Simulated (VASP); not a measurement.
# Sr (I4_1/amd) in VASP: a series of runs, part 2 of 2

VASP 6.6.1. Earlier steps stand in the parts before.

## (3) Single point, PBE

Contents of INCAR:

```
SYSTEM = Sr
PREC = Accurate
ENCUT = 520
EDIFF = 1E-6
ISMEAR = -1
SIGMA = 0.1
LREAL = .False.
LASPH = .True.
NELM = 60
ALGO = Normal
ISIF = 2
LWAVE = .False.
LCHARG = .False.
GGA = PE
NBANDS = 17
```

Contents of KPOINTS:

```
Automatic mesh
0
Gamma
  12 12 12
  0.5 0.5 0.5
```

Contents of POSCAR:

```
Sr
1.0
   -3.6283070893      3.6283070893      1.9575105298
    3.6283070893     -3.6283070893      1.9575105298
    3.6283070893      3.6283070893     -1.9575105298
Sr
2
Direct
   -0.3750000000     -0.1250000000     -0.2500000000
    0.3750000000      0.1250000000      0.2500000000
```

Potentials or basis: VASP PAW PBE potentials, release 64 (Sr_sv).

The run is started by

```sh
> cat potpaw_PBE.64/Sr_sv/POTCAR > POTCAR
> mpirun -np 1 vasp_std > vasp.out
```

OUTCAR:

```text
SYSTEM = Sr
   PREC = Accurate
   ENCUT = 520
   EDIFF = 1E-6
   ISMEAR = -1
   LREAL = .False.
   LASPH = .True.
   NELM = 60
   ISIF = 2
   GGA = PE

 ion  position               nearest neighbor table
   1  0.625  0.875  0.750-   2 3.76   2 3.76   2 3.76   2 3.76   2 4.67   2 4.67   2 4.67   2 4.67

   2  0.375  0.125  0.250-   1 3.76   1 3.76   1 3.76   1 3.76   1 4.67   1 4.67   1 4.67   1 4.67

  LATTYP: Found a body centered tetragonal cell.
 ALAT       =     7.2566141786
 C/A-ratio  =     0.5395107089

  Lattice vectors:

 A1 = (  -3.6283070893,   3.6283070893,   1.9575105298)
 A2 = (   3.6283070893,  -3.6283070893,   1.9575105298)
 A3 = (   3.6283070893,   3.6283070893,  -1.9575105298)

Analysis of symmetry for initial positions (statically):
=====================================================================
 Subroutine PRICEL returns:
 Original cell was already a primitive cell.

 Routine SETGRP: Setting up the symmetry group for a
 body centered tetragonal supercell.

 Subroutine GETGRP returns: Found 16 space group operations
 (whereof  4 operations were pure point group operations)
 out of a pool of 16 trial point group operations.

The static configuration has the point symmetry C_2h.
 The point group associated with its full space group is D_4h.

Analysis of symmetry for dynamics (positions and initial velocities):
=====================================================================
 Subroutine PRICEL returns:
 Original cell was already a primitive cell.

 Routine SETGRP: Setting up the symmetry group for a
 body centered tetragonal supercell.

 Subroutine GETGRP returns: Found 16 space group operations
 (whereof  4 operations were pure point group operations)
 out of a pool of 16 trial point group operations.

The dynamic configuration has the point symmetry C_2h.
 The point group associated with its full space group is D_4h.

 Subroutine INISYM returns: Found 16 space group operations
 (whereof  4 operations are pure point group operations),
 and found     1 'primitive' translations

----------------------------------------------------------------------------------------

                                     Primitive cell

  volume of cell :     103.0795

  direct lattice vectors                    reciprocal lattice vectors
    -3.628307089  3.628307089  1.957510530     0.000000000  0.137805315  0.255426468
     3.628307089 -3.628307089  1.957510530     0.137805315  0.000000000  0.255426468
     3.628307089  3.628307089 -1.957510530     0.137805315  0.137805315  0.000000000

  length of vectors
     5.491909699  5.491909699  5.491909699     0.290229194  0.290229194  0.194886145

  position of ions in fractional coordinates (direct lattice)
     0.625000000  0.875000000  0.750000000
     0.375000000  0.125000000  0.250000000

  ion indices of the primitive-cell ions
   primitive index   ion index
                 1           1
                 2           2

----------------------------------------------------------------------------------------

 KPOINTS: Automatic mesh

Automatic generation of k-mesh.
 Grid dimensions read from file:
 generate k-points for:   12   12   12

 Generating k-lattice:

  Cartesian coordinates                     Fractional coordinates (reciprocal lattice)
     0.000000000  0.011483776  0.021285539     0.083333333  0.000000000  0.000000000
     0.011483776  0.000000000  0.021285539     0.000000000  0.083333333  0.000000000
     0.011483776  0.011483776  0.000000000     0.000000000  0.000000000  0.083333333

  Length of vectors
     0.024185766  0.024185766  0.016240512

  Shift w.r.t. Gamma in fractional coordinates (k-lattice)
     0.500000000  0.500000000  0.500000000

 Subroutine IBZKPT returns following result:
 ===========================================

 Found    159 irreducible k-points:

 Following reciprocal coordinates:
            Coordinates               Weight
  0.041667  0.041667  0.041667      8.000000
  0.125000  0.041667  0.041667     16.000000
  0.208333  0.041667  0.041667     16.000000
  0.291667  0.041667  0.041667     16.000000
  0.375000  0.041667  0.041667     16.000000
  0.458333  0.041667  0.041667      8.000000
[... 16 lines left out ...]
 -0.458333  0.208333  0.041667     16.000000
 -0.375000  0.208333  0.041667     16.000000
 [... further k-points ...]
   k-points           NKPTS =    159   k-points in BZ     NKDIM =    159   number of bands    NBANDS=     17
   number of dos      NEDOS =    301   number of ions     NIONS =      2
   total plane-waves  NPLWV =  74088
   dimension x,y,z NGX =    42 NGY =   42 NGZ =   42
   dimension x,y,z NGXF=    84 NGYF=   84 NGZF=   84
   ions per type =               2
   NGX,Y,Z   is equivalent  to a cutoff of  12.71, 12.71, 12.71 a.u.
   NGXF,Y,Z  is equivalent  to a cutoff of  25.43, 25.43, 25.43 a.u.
 SYSTEM =  Sr
   PREC   = accura    normal or accurate (medium, high low for compatibility)
   ISTART =      0    job   : 0-new  1-cont  2-samecut
   ICHARG =      2    charge: 1-file 2-atom 10-const
   ISPIN  =      1    spin polarized calculation?
   LNONCOLLINEAR =      F non collinear calculations
   LSORBIT =      F    spin-orbit coupling
   LASPH  =      T    aspherical Exc in radial PAW
   ENCUT  =  520.0 eV  38.22 Ry    6.18 a.u.  10.21 10.21 10.21*2*pi/ulx,y,z
   NELM   =     60;   NELMIN=  2; NELMDL= -5     # of ELM steps
   EDIFF  = 0.1E-05   stopping-criterion for ELM
   LREAL  =      F    real-space projection
   EDIFFG = 0.1E-04   stopping-criterion for IOM
   NSW    =      0    number of steps for IOM
   IBRION =     -1    ionic relax: 0-MD 1-quasi-New 2-CG
   NFREE  =      0    steps in history (QN), initial steepest desc. (CG)
   ISIF   =      2    stress and relaxation
   ISYM   =      2    0-nonsym 1-usesym 2-fastsym
   POTIM  = 0.5000    time-step for ionic-motion
   TEBEG  =    0.0;   TEEND  =   0.0 temperature during run
   PSTRESS=    0.0 pullay stress
   NELECT =      20.0000    total number of electrons
   NUPDOWN=      -1.0000    fix difference up-down
   EMIN   =  10.00;   EMAX   =-10.00  energy-range for DOS
   EFERMI =   0.00;   METHOD = LEGACY
   ISMEAR =    -1;   SIGMA  =   0.10  broadening in eV -4-tet -1-fermi 0-gaus
   EFERMI_NEDOS =   21; number of points for ismear=-14 and -15
   IALGO  =     38    algorithm
   IMIX   =      4    mixing-type and parameters
     AMIX     =   0.40;   BMIX     =  1.00
     AMIX_MAG =   1.60;   BMIX_MAG =  1.00
  volume/ion in A,a.u.               =      51.54       347.81
  Fermi-wavevector in a.u.,A,eV,Ry     =   0.947751  1.790989 12.221180  0.898231
  Thomas-Fermi vector in A             =   2.075874
   LORBIT       =      0    0 simple, 1 ext, 2 COOP (PROOUT), +10 PAW based schemes
   GGA     = PE    functional components
   LHFCALC =     F    Hartree Fock is set to
   AEXX    =    0.0000 exact exchange contribution
   IVDW    =     0    specifies the selected vdW correction
   LEPSILON=     F    determine dielectric tensor
   LRPA    =     F    only Hartree local field effects (RPA)
 non-spin polarized calculation
  energy-cutoff  :      520.00
  volume of cell :      103.08
 maximum number of plane-waves:      2798
 NGX is ok and might be reduce to    42
   NGX = 21   NGY = 21   NGZ = 21

 number of electron      20.0000000 magnetization

 Free energy of the ion-electron system (eV)
  ---------------------------------------------------
  ext. energy  EPLUGINS =         0.00000000
  ---------------------------------------------------
  free energy    TOTEN  =        -2.79332919 eV

  energy without entropy =       -2.69397862  energy(sigma->0) =       -2.74365390

 E-fermi :   1.6609     XC(G=0):  -7.5394

 val. band max:        1.6569450259   @ k =   0.3750   0.1250   0.0417
 cond. band min:       1.6614310645   @ k =   0.4583   0.0417   0.0417
 fundamental gap:      0.0044860386
 Fermi energy:         1.6609129237

 k-point     1 :       0.0417    0.0417    0.0417
  band No.  band energies     occupation
      1     -34.8969      2.00000
      2     -34.8486      2.00000
      3     -17.0166      2.00000
      4     -17.0166      2.00000
      5     -16.7741      2.00000
      6     -16.7671      2.00000
[... 9 lines left out ...]
     16       5.0853      0.00000
     17       5.1251      0.00000
[... 441 lines left out ...]
 k-point    24 :      -0.3750    0.2083    0.0417
  band No.  band energies     occupation
      1     -34.8846      2.00000
      2     -34.8555      2.00000
      3     -16.9856      2.00000
      4     -16.9530      2.00000
      5     -16.8497      2.00000
      6     -16.8109      2.00000
[... 9 lines left out ...]
     16       4.7732      0.00000
     17       4.9823      0.00000

 [... further k-points ...]
[... 5 lines left out ...]
  --------------------------------------------------------------------------------------
  -------------------------------------------------------------------------------------
  Total        0.4967715      0.4967715      0.4941791      0.0000000      0.0000000      0.0000000
  in kB        7.7213825      7.7213825      7.6810884      0.0000000      0.0000000      0.0000000
  external PRESSURE =       7.7079511 kB  Pullay stress =       0.0000000 kB

 VOLUME and BASIS-vectors are now :
 -----------------------------------------------------------------------------
  energy-cutoff  :      520.00
  volume of cell :      103.08
      direct lattice vectors                 reciprocal lattice vectors
    -3.628307089  3.628307089  1.957510530     0.000000000  0.137805315  0.255426468
     3.628307089 -3.628307089  1.957510530     0.137805315  0.000000000  0.255426468
     3.628307089  3.628307089 -1.957510530     0.137805315  0.137805315  0.000000000

 POSITION                                       TOTAL-FORCE (eV/Angst)
 -----------------------------------------------------------------------------------
      3.62831      1.81415      1.46813         0.000000     -0.000000      0.000000
      0.00000      1.81415      0.48938        -0.000000      0.000000      0.000000
 -----------------------------------------------------------------------------------
    total drift:                               -0.000000     -0.000000      0.000000

  FREE ENERGIE OF THE ION-ELECTRON SYSTEM (eV)
  ---------------------------------------------------
  free  energy   TOTEN  =        -2.7933291947 eV

  energy  without entropy=       -2.6939786153  energy(sigma->0) =       -2.74365390
```

Run time: 4.9 min. Hardware: 1 thread of Oxide Virtual Turin-like, shared host; peak memory 0.38 GiB.

What came out:

- Free energy: -2.7933 eV
- Pressure: 0.8 GPa
- Band gap on the k mesh: zero (band 10 reaches 2.01 eV, above the bottom of band 11 at 1.51 eV)
